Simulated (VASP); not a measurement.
# PtSe (F-43m) in VASP: settings compared, part 2 of 2

VASP 6.6.1.

## Step 4: Single point, PBEsol-based global hybrid with 25 % exact exchange

This run uses another cell than the first one, of 21.62 Å³/atom.

The input, POSCAR:

```
PtSe
1.0
    0.0000000000      2.7856461403      2.7856461403
    2.7856461403      0.0000000000      2.7856461403
    2.7856461403      2.7856461403      0.0000000000
Pt Se
1 1
Direct
    0.0000000000      0.0000000000      0.0000000000
    0.2500000000      0.2500000000      0.2500000000
```

The input, INCAR.step1:

```
SYSTEM = PtSe
ALGO = Normal
EDIFF = 1E-5
ENCUT = 520
GGA = PE
ISIF = 2
ISMEAR = -1
LASPH = .TRUE.
LREAL = .FALSE.
LWAVE = .TRUE.
NBANDS = 15
NELM = 100
PREC = Accurate
SIGMA = 0.05
```

The input, INCAR.step2:

```
SYSTEM = PtSe
AEXX = 0.25
ALGO = Normal
EDIFF = 1E-7
ENCUT = 520
GGA = PS
ISIF = 2
ISMEAR = -1
ISTART = 1
LASPH = .TRUE.
LCHARG = .TRUE.
LELF = .TRUE.
LHFCALC = .TRUE.
LREAL = .FALSE.
LVHAR = .TRUE.
LWAVE = .FALSE.
NBANDS = 15
NELM = 100
PREC = Accurate
PRECFOCK = Normal
SIGMA = 0.05
```

The input, KPOINTS:

```
k-points
0
G
  4 4 4
  0 0 0
```

The run is started by

```
cat potpaw_PBE.64/Pt/POTCAR potpaw_PBE.64/Se/POTCAR > POTCAR
cp INCAR.step1 INCAR
mpirun -np 1 vasp_std > vasp.out
cp INCAR.step2 INCAR
mpirun -np 1 vasp_std > vasp.out
```

It took 10 min on 1 thread of Intel Xeon Platinum 8259CL at 2.50GHz (Skylake/Cascade Lake), shared host; peak memory 0.2 GiB.

The run converged. Its results:

- Free energy: -13.1354 eV
- Pressure: -0.2 GPa
- Band gap on the k mesh: zero (bands 8 and 9 overlap by 5.48 eV)

Levels at points of the mesh, in eV from the Fermi level:
| k point | band 4 | band 5 | band 6 | band 7 | band 8 | band 9 | band 10 | band 11 |
| --- | --- | --- | --- | --- | --- | --- | --- | --- |
| (0.00, 0.00, 0.00) | -6.72 | -3.82 | -3.82 | 2.37 | 3.89 | 3.89 | 3.89 | 8.39 |
| (0.50, 0.00, 0.00) | -6.31 | -3.57 | -3.57 | -3.11 | 1.60 | 1.60 | 4.49 | 9.72 |
| (0.50, 0.50, 0.00) | -5.33 | -3.62 | -3.35 | -3.09 | -1.59 | -1.59 | 6.11 | 6.90 |

Caveat: the k points lie up to 0.49 Å⁻¹ apart, too coarse for converged energies and pressures of a metal; the PAW data sets were made with another functional, which shifts forces and pressure a little; spin-orbit coupling is left out, which moves the levels of the heavy elements.

## Step 5: Single point, PBEsol-based screened hybrid with 25 % exact exchange

This run uses another cell than the first one, of 21.68 Å³/atom.

The input, POSCAR:

```
PtSe
1.0
    0.0000000000      2.7884007803      2.7884007803
    2.7884007803      0.0000000000      2.7884007803
    2.7884007803      2.7884007803      0.0000000000
Pt Se
1 1
Direct
    0.0000000000      0.0000000000      0.0000000000
    0.2500000000      0.2500000000      0.2500000000
```

The input, INCAR.step1:

```
SYSTEM = PtSe
PREC = Accurate
ENCUT = 520
EDIFF = 1E-5
ISMEAR = -1
SIGMA = 0.05
LREAL = .FALSE.
LASPH = .TRUE.
NELM = 60
ALGO = Normal
ISIF = 2
LWAVE = .TRUE.
GGA = PE
NBANDS = 15
```

The input, INCAR.step2:

```
SYSTEM = PtSe
PREC = Accurate
ENCUT = 520
EDIFF = 1E-7
ISMEAR = -1
SIGMA = 0.05
LREAL = .FALSE.
LASPH = .TRUE.
NELM = 60
ALGO = Normal
ISIF = 2
LWAVE = .FALSE.
LCHARG = .TRUE.
GGA = PS
LHFCALC = .TRUE.
AEXX = 0.25
HFSCREEN = 0.207
PRECFOCK = Normal
LELF = .TRUE.
LVHAR = .TRUE.
ISTART = 1
NBANDS = 15
```

The input, KPOINTS:

```
regular mesh
0
G
  4 4 4
  0 0 0
```

The run is started by

```
cat potpaw_PBE.64/Pt/POTCAR potpaw_PBE.64/Se/POTCAR > POTCAR
cp INCAR.step1 INCAR
mpirun -np 1 vasp_std > vasp.out
cp INCAR.step2 INCAR
mpirun -np 1 vasp_std > vasp.out
```

Run time: 10 min. Hardware: 1 thread of Intel Xeon Platinum 8259CL at 2.50GHz (Skylake/Cascade Lake), shared host; peak memory 0.28 GiB.

The run converged. Its results:

| Item | Value |
| --- | --- |
| Free energy | -12.0764 eV |
| Pressure | -0.1 GPa |
| Band gap on the k mesh | zero (bands 8 and 9 overlap by 4.71 eV) |

Levels at points of the mesh, in eV from the Fermi level:
| k point | band 5 | band 6 | band 7 | band 8 | band 9 | band 10 |
| --- | --- | --- | --- | --- | --- | --- |
| (0.00, 0.00, 0.00) | -3.56 | -3.56 | 1.85 | 3.35 | 3.35 | 3.35 |
| (0.50, 0.00, 0.00) | -3.32 | -3.32 | -2.84 | 1.12 | 1.12 | 3.96 |
| (0.50, 0.50, 0.00) | -3.35 | -3.09 | -2.84 | -1.36 | -1.36 | 5.59 |

Caveat: the k points lie up to 0.49 Å⁻¹ apart, too coarse for converged energies and pressures of a metal; the PAW data sets were made with another functional, which shifts forces and pressure a little; spin-orbit coupling is left out, which moves the levels of the heavy elements.

## Step 6: Single point, HSE06

This run uses another cell than the first one, of 22.25 Å³/atom.

The input, POSCAR:

```
PtSe
1.0
    0.0000000000      2.8124893578      2.8124893578
    2.8124893578      0.0000000000      2.8124893578
    2.8124893578      2.8124893578      0.0000000000
Pt Se
1 1
Direct
    0.0000000000      0.0000000000      0.0000000000
    0.2500000000      0.2500000000      0.2500000000
```

The input, INCAR.step1:

```
SYSTEM = PtSe
  PREC = Accurate
  ENCUT = 520
  EDIFF = 1E-5
  ISMEAR = -1
  SIGMA = 0.05
  LREAL = .FALSE.
  LASPH = .TRUE.
  NELM = 100
  ALGO = Normal
  ISIF = 2
  LWAVE = .TRUE.
  LCHARG = .FALSE.
  NBANDS = 15
  GGA = PE
```

The input, INCAR.step2:

```
SYSTEM = PtSe
  PREC = Accurate
  ENCUT = 520
  EDIFF = 1E-7
  ISMEAR = -1
  SIGMA = 0.05
  LREAL = .FALSE.
  LASPH = .TRUE.
  NELM = 100
  ALGO = Normal
  ISIF = 2
  LWAVE = .FALSE.
  LCHARG = .FALSE.
  GGA = PE
  LHFCALC = .TRUE.
  HFSCREEN = 0.2079
  PRECFOCK = Normal
  NBANDS = 15
  ISTART = 1
```

KPOINTS is that of step 5.

Potentials or basis: VASP PAW PBE potentials, release 64 (Pt, Se).

The run is started by

```
cat potpaw_PBE.64/Pt/POTCAR potpaw_PBE.64/Se/POTCAR > POTCAR
cp INCAR.step1 INCAR
mpirun -np 1 vasp_std > vasp.out
cp INCAR.step2 INCAR
mpirun -np 1 vasp_std > vasp.out
```

Wall time 8.6 min (1 thread of Intel Xeon Platinum 8259CL at 2.50GHz (Skylake/Cascade Lake), shared host); peak memory 0.28 GiB.

It converged, with:

```
Free energy            : -11.2752 eV
Pressure               : -0.1 GPa
Band gap on the k mesh : zero (bands 8 and 9 overlap by 4.52 eV)
```

Levels at points of the mesh, in eV from the Fermi level:
```tsv
k point	band 5	band 6	band 7	band 8	band 9	band 10
(0.00, 0.00, 0.00)	-3.46	-3.46	1.84	3.21	3.21	3.21
(0.50, 0.00, 0.00)	-3.23	-3.23	-2.75	1.08	1.08	3.95
(0.50, 0.50, 0.00)	-3.21	-3.02	-2.77	-1.31	-1.31	5.55
```

Caveat: the k points lie up to 0.48 Å⁻¹ apart, too coarse for converged energies and pressures of a metal; the PAW data sets were made with another functional, which shifts forces and pressure a little; spin-orbit coupling is left out, which moves the levels of the heavy elements.

## Step 7: Overview

```tsv
level	spin	U	cell	k mesh	grid for exact exchange (PRECFOCK)	share of exact exchange	screening parameter	gap on the mesh (eV)	pressure (GPa)
r2SCAN+U	off	Pt d U = 8.0 eV	a = 4.296 Å, angles 60.0°, 2 atoms	8 × 8 × 8	-	-	-	none	-15.7
r2SCAN	non-collinear, zero start, SOC	-	a = 4.296 Å, angles 60.0°, 2 atoms	8 × 8 × 8	-	-	-	-	-13.1
PBEsol-based global hybrid with 25 % exact exchange	off	-	a = 3.939 Å, angles 60.0°, 2 atoms	4 × 4 × 4	Normal	0.25	-	none	-0.2
PBEsol-based screened hybrid with 25 % exact exchange	off	-	a = 3.943 Å, angles 60.0°, 2 atoms	4 × 4 × 4	Normal	0.25	0.207 1/Å	none	-0.1
HSE06	off	-	a = 3.977 Å, angles 60.0°, 2 atoms	4 × 4 × 4	Normal	0.25	0.2079 1/Å	none	-0.1
```

Alike in all rows: task single point; potentials or basis VASP PAW PBE potentials, release 64 (Pt, Se); cutoff (eV) 520; smearing fermi-dirac 0.05 eV.

Caveats: some runs use coarse meshes; the PAW data sets were made with another functional, which shifts forces and pressure a little; spin-orbit coupling is left out, which moves the levels of the heavy elements (at least some runs); the cell stands under tension (at least some runs); U without spin polarisation on a metal has little footing (at least some runs).

Total energies depend on the potentials used, so only differences within one code and one set of settings carry meaning.
